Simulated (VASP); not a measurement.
# FePt (Cmmm) in VASP: single point with PBE

Aim: the single point of FePt with PBE.

All numbers are computed with VASP 6.6.1; they aren't measurements. Logs are shortened: lines on timing, memory, paths and dates and some standing lists are left out, and cuts for length are marked.

## (1) The cell of the first run

It takes space group Cmmm (No. 65, orthorhombic). The conventional cell has a = 3.016 Å, b = 4.265 Å, c = 4.265 Å, α = 90.00°, β = 90.00°, γ = 90.00°. Within 3.4 Å of Fe (site symmetry mmm) lie 8 Pt at 2.61 to 3.02 Å and 6 Fe at 2.61 to 3.02 Å. Pt (site symmetry mmm) has 8 Fe at 2.61 to 3.02 Å and 6 Pt at 2.61 to 3.02 Å within 3.4 Å.

## (2) Single point, PBE, collinear spin, ferromagnetic start

The input, INCAR:

```
SYSTEM = FePt
ALGO     = Normal         ! electronic algorithm
EDIFF    = 1E-6           ! SCF threshold, eV
ENCUT    = 600            ! plane-wave cutoff, eV
GGA      = PE             ! functional
GGA_COMPAT= .FALSE.      
ISIF     = 2              ! what is computed and relaxed
ISMEAR   = 0              ! smearing method
ISPIN    = 2              ! spin polarisation
LASPH    = .TRUE.         ! aspherical terms in the spheres
LCHARG   = .FALSE.        ! write CHGCAR
LMAXMIX  = 4              ! l up to which the mixer works
LORBIT   = 11             ! projections on sites
LREAL    = .FALSE.        ! projectors in reciprocal space
LWAVE    = .FALSE.        ! write WAVECAR
MAGMOM   = 4 0            ! initial moments
NBANDS   = 20             ! bands
NELM     = 200            ! most SCF steps
PREC     = Accurate       ! precision mode
SIGMA    = 0.1            ! smearing width, eV
```

The input, KPOINTS:

```
k-points
0
G
  8 8 4
  0 0 0
```

The input, POSCAR:

```
FePt
1.0
    1.5079479200     -2.1325604100      0.0000000000
    1.5079479200      2.1325604100      0.0000000000
    0.0000000000      0.0000000000      4.2651208100
Fe Pt
1 1
Direct
    0.0000000000      0.0000000000      0.0000000000
    0.5000000000      0.5000000000      0.5000000000
```

Potentials or basis: VASP PAW PBE potentials, release 64 (Fe, Pt).

Launch:

```bash
cat potpaw_PBE.64/Fe/POTCAR potpaw_PBE.64/Pt/POTCAR > POTCAR
mpirun -np 1 vasp_std > vasp.out
```

OUTCAR:

```text
SYSTEM = FePt
   EDIFF = 1E-6
   ENCUT = 600
   GGA = PE
   ISIF = 2
   ISMEAR = 0
   ISPIN = 2
   LASPH = .TRUE.
   LORBIT = 11
   LREAL = .FALSE.
   NELM = 200
   PREC = Accurate

 ion  position               nearest neighbor table
   1  0.000  0.000  0.000-   2 2.61   2 2.61   2 2.61   2 2.61   2 3.02   2 3.02   2 3.02   2 3.02

   2  0.500  0.500  0.500-   1 2.61   1 2.61   1 2.61   1 2.61   1 3.02   1 3.02   1 3.02   1 3.02

  LATTYP: Found a base centered orthorhombic cell.
 ALAT       =     3.0158958400
 B/A-ratio  =     1.4142135691
 C/A-ratio  =     1.4142135658

  Lattice vectors:

 A1 = (   1.5079479200,  -2.1325604100,   0.0000000000)
 A2 = (   1.5079479200,   2.1325604100,   0.0000000000)
 A3 = (   0.0000000000,   0.0000000000,   4.2651208100)

Analysis of symmetry for initial positions (statically):
=====================================================================
 Subroutine PRICEL returns:
 Original cell was already a primitive cell.

 Routine SETGRP: Setting up the symmetry group for a
 base centered orthorhombic supercell.

 Subroutine GETGRP returns: Found  8 space group operations
 (whereof  8 operations were pure point group operations)
 out of a pool of  8 trial point group operations.

The static configuration has the point symmetry D_2h.

Analysis of symmetry for dynamics (positions and initial velocities):
=====================================================================
 Subroutine PRICEL returns:
 Original cell was already a primitive cell.

 Routine SETGRP: Setting up the symmetry group for a
 base centered orthorhombic supercell.

 Subroutine GETGRP returns: Found  8 space group operations
 (whereof  8 operations were pure point group operations)
 out of a pool of  8 trial point group operations.

The dynamic configuration has the point symmetry D_2h.

Analysis of structural, dynamic, and magnetic symmetry:
=====================================================================
 Subroutine PRICEL returns:
 Original cell was already a primitive cell.

 Routine SETGRP: Setting up the symmetry group for a
 base centered orthorhombic supercell.

 Subroutine GETGRP returns: Found  8 space group operations
 (whereof  8 operations were pure point group operations)
 out of a pool of  8 trial point group operations.

The overall configuration has the point symmetry D_2h.

 Subroutine INISYM returns: Found  8 space group operations
 (whereof  8 operations are pure point group operations),
 and found     1 'primitive' translations

[... 115 lines left out ...]
  volume/ion in A,a.u.               =      13.72        92.56
  Fermi-wavevector in a.u.,A,eV,Ry     =   1.422600  2.688323 27.535327  2.023789
  Thomas-Fermi vector in A             =   2.543286
   LORBIT       =     11    0 simple, 1 ext, 2 COOP (PROOUT), +10 PAW based schemes
   GGA     = PE    functional components
   LHFCALC =     F    Hartree Fock is set to
   AEXX    =    0.0000 exact exchange contribution
   IVDW    =     0    specifies the selected vdW correction
   LEPSILON=     F    determine dielectric tensor
   LRPA    =     F    only Hartree local field effects (RPA)
 spin polarized calculation
 Gauss-broadening in eV      SIGMA  =   0.10
  energy-cutoff  :      600.00
  volume of cell :       27.43
 maximum number of plane-waves:       942
 NGX is ok and might be reduce to    24
   NGX = 11   NGY = 11   NGZ = 17

 number of electron      18.0000000 magnetization       3.2598217

 Free energy of the ion-electron system (eV)
  ---------------------------------------------------
  ext. energy  EPLUGINS =         0.00000000
  ---------------------------------------------------
  free energy    TOTEN  =       -14.35530433 eV

  energy without entropy =      -14.34696144  energy(sigma->0) =      -14.35113289

 E-fermi :   8.7934     XC(G=0): -13.0803

 val. band max:        8.7815365676   @ k =   0.5000   0.5000   0.0000
 cond. band min:       8.7952179043   @ k =  -0.2500   0.2500   0.2500
 fundamental gap:      0.0136813368
 Fermi energy:         8.7933721822

 spin component 1

 k-point     1 :       0.0000    0.0000    0.0000
  band No.  band energies     occupation
      1      -0.9396      1.00000
      2       2.2472      1.00000
      3       3.4528      1.00000
      4       5.3383      1.00000
      5       5.3787      1.00000
      6       5.7499      1.00000
[... 541 lines left out ...]
     19      30.4595      0.00000
     20      32.0743      0.00000

 [... further k-points ...]

 spin component 2

 k-point     1 :       0.0000    0.0000    0.0000
  band No.  band energies     occupation
      1      -0.7846      1.00000
      2       2.6429      1.00000
      3       3.7546      1.00000
      4       6.4306      1.00000
      5       6.7335      1.00000
      6       8.0266      1.00000
[... 541 lines left out ...]
     19      30.9811      0.00000
     20      32.3781      0.00000

 [... further k-points ...]

------------------------ aborting loop because EDIFF is reached ----------------------------------------

  FORCE on cell =-STRESS in cart. coord.  units (eV):
  Direction    XX          YY          ZZ          XY          YZ          ZX
  --------------------------------------------------------------------------------------
  -------------------------------------------------------------------------------------
  Total        2.5101589      2.7218782      0.1546854      0.0000000      0.0000000      0.0000000
  in kB      146.6097223    158.9755191      9.0346414      0.0000000      0.0000000      0.0000000
  external PRESSURE =     104.8732943 kB  Pullay stress =       0.0000000 kB

 VOLUME and BASIS-vectors are now :
 -----------------------------------------------------------------------------
  energy-cutoff  :      600.00
  volume of cell :       27.43
      direct lattice vectors                 reciprocal lattice vectors
     1.507947920 -2.132560410  0.000000000     0.331576438 -0.234459947  0.000000000
     1.507947920  2.132560410  0.000000000     0.331576438  0.234459947  0.000000000
     0.000000000  0.000000000  4.265120810     0.000000000  0.000000000  0.234459947

 POSITION                                       TOTAL-FORCE (eV/Angst)
 -----------------------------------------------------------------------------------
      0.00000      0.00000      0.00000         0.000000      0.000000      0.000000
      1.50795      0.00000      2.13256         0.000000      0.000000      0.000000
 -----------------------------------------------------------------------------------
    total drift:                                0.000000     -0.000000     -0.000000

  FREE ENERGIE OF THE ION-ELECTRON SYSTEM (eV)
  ---------------------------------------------------
  free  energy   TOTEN  =       -14.3553043279 eV

  energy  without entropy=      -14.3469614450  energy(sigma->0) =      -14.35113289

 total charge

# of ion       s       p       d       tot
------------------------------------------
    1        0.410   0.437   6.134   6.981
    2        0.718   0.689   8.099   9.505
--------------------------------------------------
tot          1.127   1.126  14.233  16.486

 magnetization (x)

# of ion       s       p       d       tot
------------------------------------------
    1        0.000  -0.004   2.946   2.942
    2       -0.012  -0.035   0.338   0.291
--------------------------------------------------
tot         -0.012  -0.039   3.284   3.233
```

OSZICAR:

```text
N       E                     dE             d eps       ncg     rms          rms(c)
DAV:   1     0.101534236964E+03    0.10153E+03   -0.96111E+03  5344   0.116E+03
DAV:   2    -0.112221331386E+02   -0.11276E+03   -0.98409E+02  5132   0.232E+02
DAV:   3    -0.156026754768E+02   -0.43805E+01   -0.42669E+01  5808   0.515E+01
DAV:   4    -0.156527671001E+02   -0.50092E-01   -0.50051E-01  5668   0.462E+00
DAV:   5    -0.156540046432E+02   -0.12375E-02   -0.12375E-02  6096   0.813E-01    0.179E+01
DAV:   6    -0.182151389126E+02   -0.25611E+01   -0.14754E+01  5816   0.661E+01    0.303E+01
DAV:   7    -0.144601503017E+02    0.37550E+01   -0.11114E+01  6464   0.594E+01    0.899E+00
DAV:   8    -0.144303755379E+02    0.29775E-01   -0.36622E-01  6276   0.663E+00    0.420E+00
DAV:   9    -0.143787762789E+02    0.51599E-01   -0.66589E-02  6968   0.368E+00    0.205E+00
DAV:  10    -0.143556882766E+02    0.23088E-01   -0.43130E-02  7596   0.316E+00    0.494E-01
DAV:  11    -0.143556097095E+02    0.78567E-04   -0.24070E-03  6936   0.498E-01    0.260E-01
DAV:  12    -0.143552914554E+02    0.31825E-03   -0.64314E-04  7064   0.374E-01    0.732E-02
DAV:  13    -0.143553115176E+02   -0.20062E-04   -0.63577E-05  6932   0.989E-02    0.340E-02
DAV:  14    -0.143553047761E+02    0.67414E-05   -0.38093E-06  5920   0.331E-02    0.130E-02
DAV:  15    -0.143553043279E+02    0.44821E-06   -0.14371E-06  3848   0.150E-02
   1 F= -.14355304E+02 E0= -.14351133E+02  d E =-.834288E-02  mag=     3.2596
```

stdout:

```text
POSCAR found type information on POSCAR FePt
 POSCAR found :  2 types and       2 ions
 scaLAPACK will be used
 LDA part: xc-table for (Slater+PW92), standard interpolation
 POSCAR, INCAR and KPOINTS ok, starting setup
 FFT: planning ... GRIDC
 FFT: planning ... GRID_SOFT
 FFT: planning ... GRID
 WAVECAR not read
 entering main loop
```

Wall time 42 s (1 thread of Intel Xeon 6975P-C (Granite Rapids), shared host); peak memory 0.22 GiB.

What came out:

| Item | Value |
| --- | --- |
| Free energy | -14.3553 eV |
| Pressure | 10.5 GPa |
| Net moment | 3.26 μB per cell |
| Site moments | Fe +2.94; Pt +0.29 μB |
| Valence electrons inside the program's atomic spheres | Fe 6.98; Pt 9.51 |

Stress tensor (GPa, compression positive):
```
14.66  0.00  0.00
 0.00 15.90  0.00
 0.00  0.00  0.90
```

Levels at points of the mesh, in eV from the Fermi level:
Spin up:
```tsv
k point	band 7	band 8	band 9	band 10	band 11	band 12	band 13	band 14	band 15	band 16
(0.00, 0.00, 0.00)	-2.12	-1.97	-1.38	-0.96	-0.21	-0.06	6.29	14.31	16.79	19.37
(0.50, 0.00, 0.00)	-2.20	-1.66	-1.50	-0.67	0.95	3.19	8.94	9.13	10.03	12.33
(0.50, 0.50, 0.00)	-0.90	-0.55	-0.47	-0.16	1.05	6.54	7.76	7.96	8.08	14.93
(0.00, 0.00, 0.50)	-2.17	-2.13	-2.08	-1.77	-1.71	-1.02	12.67	15.86	15.89	18.82
(0.50, 0.00, 0.50)	-1.30	-1.02	-0.52	-0.26	-0.06	0.42	6.01	6.86	14.29	14.51
(0.50, 0.50, 0.50)	-2.43	-2.26	-0.88	1.03	4.08	5.05	5.52	7.43	11.85	12.48
```
Spin down:
```csv
k point,band 4,band 5,band 6,band 7,band 8,band 9,band 10,band 11
"(0.00, 0.00, 0.00)",-2.36,-2.06,-0.77,-0.75,-0.42,-0.03,1.24,1.42
"(0.50, 0.00, 0.00)",-2.93,-1.52,-1.28,-1.21,-0.47,0.99,1.53,3.04
"(0.50, 0.50, 0.00)",-3.92,-0.01,0.49,1.03,1.26,1.54,1.55,1.97
"(0.00, 0.00, 0.50)",-3.88,-1.56,-1.54,-0.93,-0.80,-0.78,0.58,1.05
"(0.50, 0.00, 0.50)",-2.45,-0.66,-0.36,-0.12,0.07,1.18,1.43,1.82
"(0.50, 0.50, 0.50)",-2.19,-2.05,-1.77,-0.26,0.28,1.33,1.90,5.09
```

Caveat: the k points lie up to 0.37 Å⁻¹ apart; spin-orbit coupling is left out, which moves the levels of the heavy elements.
